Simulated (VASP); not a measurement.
# HfB2 (P6/mmm) in VASP: notebook

HfB2 is run at these levels: RPBE, PBE, PBE+U; tasks: single point.

Program: VASP 6.6.1. These are calculated values, not measurements. Logs are shortened: lines on timing, memory, paths and dates and some standing lists are left out, and cuts for length are marked.

## Step 1: The cell of the first run

Symmetry: P6/mmm, No. 191, hexagonal system. Conventional cell: a = 3.140 Å, b = 3.140 Å, c = 3.480 Å, α = 90.00°, β = 90.00°, γ = 120.00°. Within 3.3 Å of Hf (site symmetry 6/mmm) lie 12 B at 2.51 Å and 6 Hf at 3.14 Å. B (site symmetry -6m2) has 3 B at 1.81 Å within 2.4 Å.

## Step 2: Single point, RPBE

INCAR

```
SYSTEM = HfB2
PREC = Accurate
ENCUT = 520
EDIFF = 1E-6
ISMEAR = -1
SIGMA = 0.05
LREAL = .FALSE.
LASPH = .TRUE.
NELM = 60
ALGO = Normal
ISIF = 2
LWAVE = .FALSE.
LCHARG = .FALSE.
GGA = RP
NBANDS = 15
```

KPOINTS

```
regular mesh
0
G
  10 10 8
  0 0 0
```

POSCAR

```
HfB2
1.0
    3.1400000000      0.0000000000      0.0000000000
   -1.5700000000      2.7193197679      0.0000000000
    0.0000000000      0.0000000000      3.4800000000
Hf B
1 2
Direct
    0.0000000000      0.0000000000      0.0000000000
    0.6666666667      0.3333333333      0.5000000000
    0.3333333333      0.6666666667      0.5000000000
```

Potentials or basis: VASP PAW PBE potentials, release 64 (Hf_pv, B).

Command:

```
> cat potpaw_PBE.64/Hf_pv/POTCAR potpaw_PBE.64/B/POTCAR > POTCAR
> mpirun -np 1 vasp_std > vasp.out
```

OUTCAR:

```text
SYSTEM = HfB2
   PREC = Accurate
   ENCUT = 520
   EDIFF = 1E-6
   ISMEAR = -1
   LREAL = .FALSE.
   LASPH = .TRUE.
   NELM = 60
   ISIF = 2
   GGA = RP

 ion  position               nearest neighbor table
   1  0.000  0.000  0.000-   2 2.51   3 2.51   2 2.51   3 2.51   2 2.51   2 2.51   3 2.51   3 2.51
                             2 2.51   2 2.51   3 2.51   3 2.51
   2  0.667  0.333  0.500-   3 1.81   3 1.81   3 1.81   1 2.51   1 2.51   1 2.51   1 2.51   1 2.51
                             1 2.51
   3  0.333  0.667  0.500-   2 1.81   2 1.81   2 1.81   1 2.51   1 2.51   1 2.51   1 2.51   1 2.51
                             1 2.51

  LATTYP: Found a hexagonal cell.
 ALAT       =     3.1400000000
 C/A-ratio  =     1.1082802548

  Lattice vectors:

 A1 = (   3.1400000000,   0.0000000000,   0.0000000000)
 A2 = (  -1.5700000000,   2.7193197679,   0.0000000000)
 A3 = (   0.0000000000,   0.0000000000,   3.4800000000)

Analysis of symmetry for initial positions (statically):
=====================================================================
 Subroutine PRICEL returns:
 Original cell was already a primitive cell.

 Routine SETGRP: Setting up the symmetry group for a
 hexagonal supercell.

 Subroutine GETGRP returns: Found 24 space group operations
 (whereof 24 operations were pure point group operations)
 out of a pool of 24 trial point group operations.

The static configuration has the point symmetry D_6h.

Analysis of symmetry for dynamics (positions and initial velocities):
=====================================================================
 Subroutine PRICEL returns:
 Original cell was already a primitive cell.

 Routine SETGRP: Setting up the symmetry group for a
 hexagonal supercell.

 Subroutine GETGRP returns: Found 24 space group operations
 (whereof 24 operations were pure point group operations)
 out of a pool of 24 trial point group operations.

The dynamic configuration has the point symmetry D_6h.

 Subroutine INISYM returns: Found 24 space group operations
 (whereof 24 operations are pure point group operations),
 and found     1 'primitive' translations

----------------------------------------------------------------------------------------

                                     Primitive cell

  volume of cell :      29.7146

  direct lattice vectors                    reciprocal lattice vectors
     3.140000000  0.000000000  0.000000000     0.318471338  0.183869512  0.000000000
    -1.570000000  2.719319768  0.000000000     0.000000000  0.367739025  0.000000000
     0.000000000  0.000000000  3.480000000     0.000000000  0.000000000  0.287356322

  length of vectors
     3.140000000  3.140000000  3.480000000     0.367739025  0.367739025  0.287356322

  position of ions in fractional coordinates (direct lattice)
     0.000000000  0.000000000  0.000000000
     0.666666667  0.333333333  0.500000000
     0.333333333  0.666666667  0.500000000

  ion indices of the primitive-cell ions
   primitive index   ion index
                 1           1
                 2           2
                 3           3

----------------------------------------------------------------------------------------

 KPOINTS: regular mesh

Automatic generation of k-mesh.
 Grid dimensions read from file:
 generate k-points for:   10   10    8

 Generating k-lattice:

  Cartesian coordinates                     Fractional coordinates (reciprocal lattice)
     0.031847134  0.018386951  0.000000000     0.100000000  0.000000000  0.000000000
     0.000000000  0.036773902  0.000000000     0.000000000  0.100000000  0.000000000
     0.000000000  0.000000000  0.035919540     0.000000000  0.000000000  0.125000000

  Length of vectors
     0.036773902  0.036773902  0.035919540

  Shift w.r.t. Gamma in fractional coordinates (k-lattice)
     0.000000000  0.000000000  0.000000000

 Subroutine IBZKPT returns following result:
 ===========================================

 Found     70 irreducible k-points:

 Following reciprocal coordinates:
            Coordinates               Weight
  0.000000  0.000000  0.000000      1.000000
  0.100000  0.000000  0.000000      6.000000
  0.200000  0.000000  0.000000      6.000000
  0.300000  0.000000  0.000000      6.000000
  0.400000  0.000000  0.000000      6.000000
  0.500000  0.000000  0.000000      3.000000
[... 16 lines left out ...]
  0.300000  0.100000  0.125000     24.000000
  0.400000  0.100000  0.125000     24.000000
 [... further k-points ...]
   k-points           NKPTS =     70   k-points in BZ     NKDIM =     70   number of bands    NBANDS=     15
   number of dos      NEDOS =    301   number of ions     NIONS =      3
   total plane-waves  NPLWV =  16128
   dimension x,y,z NGX =    24 NGY =   24 NGZ =   28
   dimension x,y,z NGXF=    48 NGYF=   48 NGZF=   56
   ions per type =               1   2
   NGX,Y,Z   is equivalent  to a cutoff of  12.71, 12.71, 13.38 a.u.
   NGXF,Y,Z  is equivalent  to a cutoff of  25.41, 25.41, 26.75 a.u.
 SYSTEM =  HfB2
   PREC   = accura    normal or accurate (medium, high low for compatibility)
   ISTART =      0    job   : 0-new  1-cont  2-samecut
   ICHARG =      2    charge: 1-file 2-atom 10-const
   ISPIN  =      1    spin polarized calculation?
   LNONCOLLINEAR =      F non collinear calculations
   LSORBIT =      F    spin-orbit coupling
   LASPH  =      T    aspherical Exc in radial PAW
   ENCUT  =  520.0 eV  38.22 Ry    6.18 a.u.   5.84  5.84  6.47*2*pi/ulx,y,z
   NELM   =     60;   NELMIN=  2; NELMDL= -5     # of ELM steps
   EDIFF  = 0.1E-05   stopping-criterion for ELM
   LREAL  =      F    real-space projection
   EDIFFG = 0.1E-04   stopping-criterion for IOM
   NSW    =      0    number of steps for IOM
   IBRION =     -1    ionic relax: 0-MD 1-quasi-New 2-CG
   NFREE  =      0    steps in history (QN), initial steepest desc. (CG)
   ISIF   =      2    stress and relaxation
   ISYM   =      2    0-nonsym 1-usesym 2-fastsym
   POTIM  = 0.5000    time-step for ionic-motion
   TEBEG  =    0.0;   TEEND  =   0.0 temperature during run
   PSTRESS=    0.0 pullay stress
   NELECT =      16.0000    total number of electrons
   NUPDOWN=      -1.0000    fix difference up-down
   EMIN   =  10.00;   EMAX   =-10.00  energy-range for DOS
   EFERMI =   0.00;   METHOD = LEGACY
   ISMEAR =    -1;   SIGMA  =   0.05  broadening in eV -4-tet -1-fermi 0-gaus
   EFERMI_NEDOS =   21; number of points for ismear=-14 and -15
   IALGO  =     38    algorithm
   IMIX   =      4    mixing-type and parameters
     AMIX     =   0.40;   BMIX     =  1.00
     AMIX_MAG =   1.60;   BMIX_MAG =  1.00
  volume/ion in A,a.u.               =       9.90        66.84
  Fermi-wavevector in a.u.,A,eV,Ry     =   1.331860  2.516850 24.134693  1.773850
  Thomas-Fermi vector in A             =   2.460838
   LORBIT       =      0    0 simple, 1 ext, 2 COOP (PROOUT), +10 PAW based schemes
   GGA     = RP    functional components
   LHFCALC =     F    Hartree Fock is set to
   AEXX    =    0.0000 exact exchange contribution
   IVDW    =     0    specifies the selected vdW correction
   LEPSILON=     F    determine dielectric tensor
   LRPA    =     F    only Hartree local field effects (RPA)
 non-spin polarized calculation
  energy-cutoff  :      520.00
  volume of cell :       29.71
 maximum number of plane-waves:       816
 NGX is ok and might be reduce to    24
   NGX = 11   NGY = 11   NGZ = 13

 number of electron      15.9999998 magnetization

 Free energy of the ion-electron system (eV)
  ---------------------------------------------------
  ext. energy  EPLUGINS =         0.00000000
  ---------------------------------------------------
  free energy    TOTEN  =       -25.27786031 eV

  energy without entropy =      -25.27526650  energy(sigma->0) =      -25.27656340

 E-fermi :   7.6818     XC(G=0): -12.5606

 val. band max:        7.6189683738   @ k =   0.2000   0.2000   0.1250
 cond. band min:       7.9185453628   @ k =   0.1000   0.1000   0.2500
 fundamental gap:      0.2995769889
 Fermi energy:         7.6817835685

 k-point     1 :       0.0000    0.0000    0.0000
  band No.  band energies     occupation
      1     -22.8831      2.00000
      2     -22.3973      2.00000
      3     -22.3973      2.00000
      4      -6.0311      2.00000
      5       4.7765      2.00000
      6       4.8846      2.00000
      7       4.8846      2.00000
      8       4.9779      2.00000
      9      11.8260      0.00000
     10      11.8260      0.00000
     11      12.4676      0.00000
     12      12.4676      0.00000
     13      12.7169      0.00000
     14      12.7652      0.00000
     15      12.7652      0.00000

 k-point     2 :       0.1000    0.0000    0.0000
  band No.  band energies     occupation
      1     -22.8706      2.00000
      2     -22.4743      2.00000
      3     -22.4144      2.00000
      4      -5.8156      2.00000
      5       4.2792      2.00000
      6       4.7983      2.00000
      7       4.8686      2.00000
      8       4.9896      2.00000
      9      11.0813      0.00000
     10      11.6686      0.00000
     11      11.6756      0.00000
     12      12.0709      0.00000
     13      13.4003      0.00000
     14      13.7645      0.00000
     15      14.1977      0.00000
[... 365 lines left out ...]
      3     -22.5725      2.00000
      4      -3.4372      2.00000
      5       0.6129      2.00000
      6       3.2988      2.00000
      7       3.9985      2.00000
      8       6.0026      2.00000
      9       8.8503      0.00000
     10      11.1155      0.00000
     11      12.0720      0.00000
     12      13.3625      0.00000
     13      15.1714      0.00000
     14      15.8747      0.00000
     15      18.6756      0.00000

 k-point    24 :       0.4000    0.1000    0.1250
  band No.  band energies     occupation
      1     -23.1085      2.00000
      2     -22.7853      2.00000
      3     -22.6108      2.00000
      4      -2.2288      2.00000
      5      -0.8581      2.00000
      6       3.1199      2.00000
      7       4.0065      2.00000
      8       5.5598      2.00000
      9       8.9291      0.00000
     10      11.9179      0.00000
     11      11.9896      0.00000
     12      14.0782      0.00000
     13      15.2754      0.00000
     14      16.2152      0.00000
     15      18.6288      0.00000

 [... further k-points ...]

------------------------ aborting loop because EDIFF is reached ----------------------------------------

  FORCE on cell =-STRESS in cart. coord.  units (eV):
  Direction    XX          YY          ZZ          XY          YZ          ZX
  --------------------------------------------------------------------------------------
  -------------------------------------------------------------------------------------
  Total        0.9162852      0.9162852      1.0113494      0.0000000      0.0000000      0.0000000
  in kB       49.4051354     49.4051354     54.5308946      0.0000000      0.0000000      0.0000000
  external PRESSURE =      51.1137218 kB  Pullay stress =       0.0000000 kB

 VOLUME and BASIS-vectors are now :
 -----------------------------------------------------------------------------
  energy-cutoff  :      520.00
  volume of cell :       29.71
      direct lattice vectors                 reciprocal lattice vectors
     3.140000000  0.000000000  0.000000000     0.318471338  0.183869512  0.000000000
    -1.570000000  2.719319768  0.000000000     0.000000000  0.367739025  0.000000000
     0.000000000  0.000000000  3.480000000     0.000000000  0.000000000  0.287356322

 POSITION                                       TOTAL-FORCE (eV/Angst)
 -----------------------------------------------------------------------------------
      0.00000      0.00000      0.00000        -0.000000      0.000000     -0.000000
      1.57000      0.90644      1.74000        -0.000000      0.000000      0.000000
     -0.00000      1.81288      1.74000         0.000000     -0.000000     -0.000000
 -----------------------------------------------------------------------------------
    total drift:                               -0.000000      0.000000     -0.000000

  FREE ENERGIE OF THE ION-ELECTRON SYSTEM (eV)
  ---------------------------------------------------
  free  energy   TOTEN  =       -25.2778603061 eV

  energy  without entropy=      -25.2752665036  energy(sigma->0) =      -25.27656340
```

It took 34 s on 1 thread of Intel Xeon 8259CL, shared host; peak memory 0.16 GiB.

What came out:

```yaml
Free_energy: -25.2779 eV
Pressure: 5.1 GPa
Band_gap_on_the_k_mesh: zero (band 8 reaches 8.37 eV, above the bottom of band 9 at 7.54 eV)
```

Caveat: the PAW data sets were made with another functional, which shifts forces and pressure a little; spin-orbit coupling is left out, which moves the levels of the heavy elements.

## Step 3: Single point, PBE

This run uses another cell than the first one, of 9.96 Å³/atom, 1.006 times its volume.

INCAR

```
SYSTEM = HfB2
PREC     = Accurate       ! precision mode
ENCUT    = 520            ! plane-wave cutoff, eV
EDIFF    = 1E-6           ! SCF threshold, eV
ISMEAR   = -1             ! smearing method
SIGMA    = 0.05           ! smearing width, eV
LREAL    = .False.        ! projectors in reciprocal space
LASPH    = .True.         ! aspherical terms in the spheres
NELM     = 60             ! most SCF steps
ALGO     = Normal         ! electronic algorithm
ISIF     = 2              ! what is computed and relaxed
LWAVE    = .False.        ! write WAVECAR
LCHARG   = .True.         ! write CHGCAR
GGA      = PE             ! functional
LELF     = .True.         ! ELF
LVHAR    = .True.       
NBANDS   = 15             ! bands
```

KPOINTS

```
Automatic mesh
0
Gamma
  10 10 8
  0 0 0
```

POSCAR

```
HfB2
1.0
    3.1439597064      0.0000000000      0.0000000000
   -1.5719798532      2.7227489742      0.0000000000
    0.0000000000      0.0000000000      3.4907438488
Hf B
1 2
Direct
    0.0000000000      0.0000000000      0.0000000000
    0.6666666667      0.3333333333      0.5000000000
    0.3333333333      0.6666666667      0.5000000000
```

Potentials or basis: VASP PAW PBE potentials, release 64 (Hf_pv, B).

Command:

```
> cat potpaw_PBE.64/Hf_pv/POTCAR potpaw_PBE.64/B/POTCAR > POTCAR
> mpirun -np 1 vasp_std > vasp.out
```

Wall time 37 s (1 thread of Intel Xeon 8259CL, shared host); peak memory 0.16 GiB.

It converged, with:

```yaml
Free_energy: -26.3999 eV
Pressure: -0.4 GPa
Band_gap_on_the_k_mesh: zero (band 8 reaches 8.23 eV, above the bottom of band 9 at 7.39 eV)
```

Stress tensor (GPa, compression positive):
```
-0.47  0.00  0.00
 0.00 -0.47  0.00
 0.00  0.00 -0.21
```

Levels at points of the mesh, in eV from the Fermi level:
| k point | band 4 | band 5 | band 6 | band 7 | band 8 | band 9 | band 10 | band 11 | band 12 | band 13 |
| --- | --- | --- | --- | --- | --- | --- | --- | --- | --- | --- |
| (0.00, 0.00, 0.00) | -13.62 | -2.90 | -2.77 | -2.77 | -2.69 | 4.10 | 4.10 | 4.72 | 4.72 | 5.08 |
| (0.50, 0.00, 0.00) | -9.64 | -8.94 | -4.02 | -3.32 | -2.74 | 2.19 | 2.81 | 5.63 | 5.80 | 6.36 |
| (0.00, 0.00, 0.50) | -11.24 | -8.25 | -1.08 | -1.08 | 0.44 | 0.44 | 1.10 | 1.10 | 2.29 | 5.18 |
| (0.50, 0.00, 0.50) | -10.21 | -7.40 | -4.83 | -4.59 | -2.58 | 4.08 | 4.20 | 6.32 | 7.22 | 7.40 |

Caveat: spin-orbit coupling is left out, which moves the levels of the heavy elements.

[end of part 1 of 2]
